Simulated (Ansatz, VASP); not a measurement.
**One calculation of Ni, two programs**

```
CELL_PARAMETERS angstrom
2.27759 0.00000 0.00000
0.00000 2.27759 0.00000
0.00000 0.00000 2.27759
ATOMIC_POSITIONS crystal
Ni 0.00000 0.00000 0.00000
```

Alike in both runs: task relaxation of cell and atoms; functional r2SCAN; k mesh 14 × 14 × 14; occupations fermi-dirac, width 0.1 eV; no spin polarisation.

|  | VASP | Ansatz |
| --- | --- | --- |
| version | VASP 6.6.1 | Ansatz 0.2.0 |
| potentials or method | VASP PAW PBE potentials, release 64 (Ni), cutoff 600 eV | plane waves (500 eV) with PAW, scalar-relativistic |
| valence electrons in the cell | 10 | 18 |

VASP gave:

- relaxed volume (Å³/atom): 12.06
- relaxed length of the cell vector where the two differ most in proportion (Å): 2.293

Which values does Ansatz return?

Relaxed volume (Å³/atom): 12.04; relaxed length of the cell vector where the two differ most in proportion (Å): 2.292.

VASP's potentials were made for PBE, not for r2SCAN. VASP's potentials hold 10 valence electrons a cell and Ansatz's 18, so a difference there can come from the potentials and not from the codes.
